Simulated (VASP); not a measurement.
# TiN (Fm-3m) in VASP: single point with PBE

Aim: the single point of TiN with PBE.

Everything below comes from runs of VASP 6.6.1. Logs are shortened: lines on timing, memory, paths and dates and some standing lists are left out, and cuts for length are marked.

## Step 1: The cell of the first run

Symmetry: Fm-3m, No. 225, cubic system. The conventional cell has a = 4.585 Å, b = 4.585 Å, c = 4.585 Å, α = 90.00°, β = 90.00°, γ = 90.00°. Within 3.0 Å of Ti (site symmetry m-3m) lie 6 N at 2.29 Å. N (site symmetry m-3m) has 6 Ti at 2.29 Å within 3.0 Å.

## Step 2: Single point, PBE, collinear spin, zero start

File INCAR:

```
  PREC = Accurate
  ENCUT = 600
  EDIFF = 1E-6
  ISMEAR = -1
  SIGMA = 0.1
  LREAL = F
  LASPH = T
  NELM = 200
  ALGO = Normal
  ISIF = 2
  LWAVE = F
  LCHARG = F
  ISPIN = 2
  MAGMOM = 0 0
  LORBIT = 11
  LMAXMIX = 4
  GGA = PE
  NBANDS = 20
  GGA_COMPAT = F
```

File KPOINTS:

```
regular mesh
0
Gamma
  6 6 6
```

File POSCAR:

```
TiN
1.0
    0.0000000000      2.2925000000      2.2925000000
    2.2925000000      0.0000000000      2.2925000000
    2.2925000000      2.2925000000      0.0000000000
Ti N
1 1
Direct
    0.0000000000      0.0000000000      0.0000000000
    0.5000000000      0.5000000000      0.5000000000
```

Potentials or basis: VASP PAW PBE potentials, release 64 (Ti_sv, N).

Launch:

```bash
cat potpaw_PBE.64/Ti_sv/POTCAR potpaw_PBE.64/N/POTCAR > POTCAR
mpirun -np 1 vasp_std > vasp.out
```

OUTCAR:

```text
PREC = Accurate
   ENCUT = 600
   EDIFF = 1E-6
   ISMEAR = -1
   LREAL = F
   LASPH = T
   NELM = 200
   ISIF = 2
   ISPIN = 2
   LORBIT = 11
   GGA = PE

 ion  position               nearest neighbor table
   1  0.000  0.000  0.000-   2 2.29   2 2.29   2 2.29   2 2.29   2 2.29   2 2.29
   2  0.500  0.500  0.500-   1 2.29   1 2.29   1 2.29   1 2.29   1 2.29   1 2.29

  LATTYP: Found a face centered cubic cell.
 ALAT       =     4.5850000000

  Lattice vectors:

 A1 = (   0.0000000000,   2.2925000000,   2.2925000000)
 A2 = (   2.2925000000,   0.0000000000,   2.2925000000)
 A3 = (   2.2925000000,   2.2925000000,   0.0000000000)

Analysis of symmetry for initial positions (statically):
=====================================================================
 Subroutine PRICEL returns:
 Original cell was already a primitive cell.

 Routine SETGRP: Setting up the symmetry group for a
 face centered cubic supercell.

 Subroutine GETGRP returns: Found 48 space group operations
 (whereof 48 operations were pure point group operations)
 out of a pool of 48 trial point group operations.

The static configuration has the point symmetry O_h .

Analysis of symmetry for dynamics (positions and initial velocities):
=====================================================================
 Subroutine PRICEL returns:
 Original cell was already a primitive cell.

 Routine SETGRP: Setting up the symmetry group for a
 face centered cubic supercell.

 Subroutine GETGRP returns: Found 48 space group operations
 (whereof 48 operations were pure point group operations)
 out of a pool of 48 trial point group operations.

The dynamic configuration has the point symmetry O_h .

Analysis of structural, dynamic, and magnetic symmetry:
=====================================================================
 Subroutine PRICEL returns:
 Original cell was already a primitive cell.

 Routine SETGRP: Setting up the symmetry group for a
 face centered cubic supercell.

 Subroutine GETGRP returns: Found 48 space group operations
 (whereof 48 operations were pure point group operations)
 out of a pool of 48 trial point group operations.

The overall configuration has the point symmetry O_h .

 Subroutine INISYM returns: Found 48 space group operations
 (whereof 48 operations are pure point group operations),
 and found     1 'primitive' translations

----------------------------------------------------------------------------------------

                                     Primitive cell

  volume of cell :      24.0967

  direct lattice vectors                    reciprocal lattice vectors
     0.000000000  2.292500000  2.292500000    -0.218102508  0.218102508  0.218102508
     2.292500000  0.000000000  2.292500000     0.218102508 -0.218102508  0.218102508
     2.292500000  2.292500000  0.000000000     0.218102508  0.218102508 -0.218102508

  length of vectors
     3.242084592  3.242084592  3.242084592     0.377764625  0.377764625  0.377764625

  position of ions in fractional coordinates (direct lattice)
     0.000000000  0.000000000  0.000000000
     0.500000000  0.500000000  0.500000000

  ion indices of the primitive-cell ions
   primitive index   ion index
                 1           1
                 2           2

----------------------------------------------------------------------------------------

 KPOINTS: regular mesh

Automatic generation of k-mesh.
 Grid dimensions read from file:
 generate k-points for:    6    6    6

 Generating k-lattice:

  Cartesian coordinates                     Fractional coordinates (reciprocal lattice)
    -0.036350418  0.036350418  0.036350418     0.166666667  0.000000000  0.000000000
     0.036350418 -0.036350418  0.036350418     0.000000000  0.166666667  0.000000000
     0.036350418  0.036350418 -0.036350418     0.000000000  0.000000000  0.166666667

  Length of vectors
     0.062960771  0.062960771  0.062960771

  Shift w.r.t. Gamma in fractional coordinates (k-lattice)
     0.000000000  0.000000000  0.000000000

 Subroutine IBZKPT returns following result:
 ===========================================

 Found     16 irreducible k-points:

 Following reciprocal coordinates:
            Coordinates               Weight
  0.000000  0.000000  0.000000      1.000000
  0.166667  0.000000  0.000000      8.000000
  0.333333  0.000000  0.000000      8.000000
  0.500000  0.000000  0.000000      4.000000
  0.166667  0.166667  0.000000      6.000000
  0.333333  0.166667  0.000000     24.000000
[... 8 lines left out ...]
 -0.333333  0.333333  0.166667     24.000000
 -0.333333  0.500000  0.166667     12.000000
   k-points           NKPTS =     16   k-points in BZ     NKDIM =     16   number of bands    NBANDS=     20
   number of dos      NEDOS =    301   number of ions     NIONS =      2
   total plane-waves  NPLWV =  21952
   dimension x,y,z NGX =    28 NGY =   28 NGZ =   28
   dimension x,y,z NGXF=    56 NGYF=   56 NGZF=   56
   ions per type =               1   1
   NGX,Y,Z   is equivalent  to a cutoff of  14.36, 14.36, 14.36 a.u.
   NGXF,Y,Z  is equivalent  to a cutoff of  28.72, 28.72, 28.72 a.u.
 SYSTEM =  unknown system
   PREC   = accura    normal or accurate (medium, high low for compatibility)
   ISTART =      0    job   : 0-new  1-cont  2-samecut
   ICHARG =      2    charge: 1-file 2-atom 10-const
   ISPIN  =      2    spin polarized calculation?
   LNONCOLLINEAR =      F non collinear calculations
   LSORBIT =      F    spin-orbit coupling
   LASPH  =      T    aspherical Exc in radial PAW
   ENCUT  =  600.0 eV  44.10 Ry    6.64 a.u.   6.48  6.48  6.48*2*pi/ulx,y,z
   NELM   =    200;   NELMIN=  2; NELMDL= -5     # of ELM steps
   EDIFF  = 0.1E-05   stopping-criterion for ELM
   LREAL  =      F    real-space projection
   EDIFFG = 0.1E-04   stopping-criterion for IOM
   NSW    =      0    number of steps for IOM
   IBRION =     -1    ionic relax: 0-MD 1-quasi-New 2-CG
   NFREE  =      0    steps in history (QN), initial steepest desc. (CG)
   ISIF   =      2    stress and relaxation
   ISYM   =      2    0-nonsym 1-usesym 2-fastsym
   POTIM  = 0.5000    time-step for ionic-motion
   TEBEG  =    0.0;   TEEND  =   0.0 temperature during run
   PSTRESS=    0.0 pullay stress
   NELECT =      17.0000    total number of electrons
   NUPDOWN=      -1.0000    fix difference up-down
   EMIN   =  10.00;   EMAX   =-10.00  energy-range for DOS
   EFERMI =   0.00;   METHOD = LEGACY
   ISMEAR =    -1;   SIGMA  =   0.10  broadening in eV -4-tet -1-fermi 0-gaus
   EFERMI_NEDOS =   21; number of points for ismear=-14 and -15
   IALGO  =     38    algorithm
   IMIX   =      4    mixing-type and parameters
     AMIX     =   0.40;   BMIX     =  1.00
     AMIX_MAG =   1.60;   BMIX_MAG =  1.00
  volume/ion in A,a.u.               =      12.05        81.31
  Fermi-wavevector in a.u.,A,eV,Ry     =   1.457377  2.754042 28.898048  2.123947
  Thomas-Fermi vector in A             =   2.574185
   LORBIT       =     11    0 simple, 1 ext, 2 COOP (PROOUT), +10 PAW based schemes
   GGA     = PE    functional components
   LHFCALC =     F    Hartree Fock is set to
   AEXX    =    0.0000 exact exchange contribution
   IVDW    =     0    specifies the selected vdW correction
   LEPSILON=     F    determine dielectric tensor
   LRPA    =     F    only Hartree local field effects (RPA)
 spin polarized calculation
  energy-cutoff  :      600.00
  volume of cell :       24.10
 maximum number of plane-waves:       821
 NGX is ok and might be reduce to    28
   NGX = 13   NGY = 13   NGZ = 13

 number of electron      17.0000001 magnetization      -0.0000101

 number of electron      17.0000001 magnetization       0.0000044

 Free energy of the ion-electron system (eV)
  ---------------------------------------------------
  ext. energy  EPLUGINS =         0.00000000
  ---------------------------------------------------
  free energy    TOTEN  =       -18.94493942 eV

  energy without entropy =      -18.90508073  energy(sigma->0) =      -18.92501008

 E-fermi :   8.4604     XC(G=0): -11.7772

 val. band max:        8.4496833781   @ k =   0.1667   0.0000   0.0000
 cond. band min:       8.5932130343   @ k =  -0.1667   0.1667   0.0000
 fundamental gap:      0.1435296562
 Fermi energy:         8.4603973342

 spin component 1

 k-point     1 :       0.0000    0.0000    0.0000
  band No.  band energies     occupation
      1     -49.7088      1.00000
      2     -25.7956      1.00000
      3     -25.7956      1.00000
      4     -25.7956      1.00000
      5      -7.1473      1.00000
      6       6.8161      1.00000
[... 12 lines left out ...]
     19      30.9262      0.00000
     20      30.9262      0.00000

 k-point     2 :       0.1667    0.0000    0.0000
  band No.  band energies     occupation
      1     -49.7007      1.00000
      2     -25.8618      1.00000
      3     -25.8023      1.00000
      4     -25.8023      1.00000
      5      -6.8023      1.00000
      6       5.0565      1.00000
[... 12 lines left out ...]
     19      28.6254      0.00000
     20      28.6254      0.00000

 k-point     3 :       0.3333    0.0000    0.0000
  band No.  band energies     occupation
      1     -49.6844      1.00000
      2     -25.9917      1.00000
      3     -25.8156      1.00000
      4     -25.8156      1.00000
      5      -6.0148      1.00000
      6       2.8366      1.00000
[... 12 lines left out ...]
     19      29.1661      0.00000
     20      29.1661      0.00000

 k-point     4 :       0.5000    0.0000    0.0000
  band No.  band energies     occupation
      1     -49.6762      1.00000
      2     -26.0555      1.00000
      3     -25.8222      1.00000
      4     -25.8222      1.00000
      5      -5.5437      1.00000
      6       1.8626      1.00000
[... 242 lines left out ...]
     19      29.8149      0.00000
     20      32.2179      0.00000

 k-point    15 :      -0.3333    0.3333    0.1667
  band No.  band energies     occupation
      1     -49.6682      1.00000
      2     -25.9887      1.00000
      3     -25.9188      1.00000
      4     -25.8605      1.00000
      5      -5.6723      1.00000
      6       3.0831      1.00000
[... 12 lines left out ...]
     19      27.8584      0.00000
     20      32.9288      0.00000

 k-point    16 :      -0.3333    0.5000    0.1667
  band No.  band energies     occupation
      1     -49.6656      1.00000
      2     -25.9843      1.00000
      3     -25.9169      1.00000
      4     -25.8875      1.00000
      5      -5.7770      1.00000
      6       3.6026      1.00000
[... 12 lines left out ...]
     19      28.7414      0.00000
     20      33.8086      0.00000
 Fermi energy:         8.4603973342

 spin component 2

 k-point     1 :       0.0000    0.0000    0.0000
  band No.  band energies     occupation
      1     -49.7088      1.00000
      2     -25.7956      1.00000
      3     -25.7956      1.00000
      4     -25.7956      1.00000
      5      -7.1473      1.00000
      6       6.8161      1.00000
[... 12 lines left out ...]
     19      30.9262      0.00000
     20      30.9262      0.00000

 k-point     2 :       0.1667    0.0000    0.0000
  band No.  band energies     occupation
      1     -49.7007      1.00000
      2     -25.8618      1.00000
      3     -25.8023      1.00000
      4     -25.8023      1.00000
      5      -6.8023      1.00000
      6       5.0565      1.00000
[... 12 lines left out ...]
     19      28.6254      0.00000
     20      28.6254      0.00000

 k-point     3 :       0.3333    0.0000    0.0000
  band No.  band energies     occupation
      1     -49.6844      1.00000
      2     -25.9917      1.00000
      3     -25.8156      1.00000
      4     -25.8156      1.00000
      5      -6.0148      1.00000
      6       2.8366      1.00000
[... 12 lines left out ...]
     19      29.1661      0.00000
     20      29.1661      0.00000

 k-point     4 :       0.5000    0.0000    0.0000
  band No.  band energies     occupation
      1     -49.6762      1.00000
      2     -26.0555      1.00000
      3     -25.8222      1.00000
      4     -25.8222      1.00000
      5      -5.5437      1.00000
      6       1.8626      1.00000
[... 245 lines left out ...]
 k-point    15 :      -0.3333    0.3333    0.1667
  band No.  band energies     occupation
      1     -49.6682      1.00000
      2     -25.9887      1.00000
      3     -25.9188      1.00000
      4     -25.8605      1.00000
      5      -5.6723      1.00000
      6       3.0831      1.00000
[... 12 lines left out ...]
     19      27.8584      0.00000
     20      32.9288      0.00000

 k-point    16 :      -0.3333    0.5000    0.1667
  band No.  band energies     occupation
      1     -49.6656      1.00000
      2     -25.9843      1.00000
      3     -25.9169      1.00000
      4     -25.8875      1.00000
      5      -5.7770      1.00000
      6       3.6026      1.00000
[... 12 lines left out ...]
     19      28.7414      0.00000
     20      33.8086      0.00000

------------------------ aborting loop because EDIFF is reached ----------------------------------------

  FORCE on cell =-STRESS in cart. coord.  units (eV):
  Direction    XX          YY          ZZ          XY          YZ          ZX
  --------------------------------------------------------------------------------------
  -------------------------------------------------------------------------------------
  Total       -5.8154832     -5.8154832     -5.8154832      0.0000000      0.0000000     -0.0000000
  in kB     -386.6681112   -386.6681112   -386.6681112      0.0000000      0.0000000     -0.0000000
  external PRESSURE =    -386.6681112 kB  Pullay stress =       0.0000000 kB

 VOLUME and BASIS-vectors are now :
 -----------------------------------------------------------------------------
  energy-cutoff  :      600.00
  volume of cell :       24.10
      direct lattice vectors                 reciprocal lattice vectors
     0.000000000  2.292500000  2.292500000    -0.218102508  0.218102508  0.218102508
     2.292500000  0.000000000  2.292500000     0.218102508 -0.218102508  0.218102508
     2.292500000  2.292500000  0.000000000     0.218102508  0.218102508 -0.218102508

 POSITION                                       TOTAL-FORCE (eV/Angst)
 -----------------------------------------------------------------------------------
      0.00000      0.00000      0.00000         0.000000     -0.000000      0.000000
      2.29250      2.29250      2.29250        -0.000000      0.000000     -0.000000
 -----------------------------------------------------------------------------------
    total drift:                                0.000000      0.000000      0.000000

  FREE ENERGIE OF THE ION-ELECTRON SYSTEM (eV)
  ---------------------------------------------------
  free  energy   TOTEN  =       -18.9449394203 eV

  energy  without entropy=      -18.9050807336  energy(sigma->0) =      -18.92501008

 total charge

# of ion       s       p       d       tot
------------------------------------------
    1        2.142   6.125   1.770  10.036
    2        1.235   2.359   0.000   3.594
--------------------------------------------------
tot          3.377   8.484   1.770  13.630

 magnetization (x)

# of ion       s       p       d       tot
------------------------------------------
    1       -0.000   0.000  -0.000  -0.000
    2        0.000  -0.000   0.000   0.000
--------------------------------------------------
tot         -0.000   0.000  -0.000  -0.000
```

Run time: 14 s. Hardware: 1 thread of Intel Xeon 6975P-C (Granite Rapids), shared host; peak memory 0.18 GiB.

What came out:

```yaml
Free_energy: -18.9449 eV
Pressure: -38.7 GPa
Net_moment: 0.00 μB per cell
Valence_electrons_inside_the_program's_atomic_spheres: Ti 10.04; N 3.59
```

Caveat: the k points lie up to 0.40 Å⁻¹ apart.
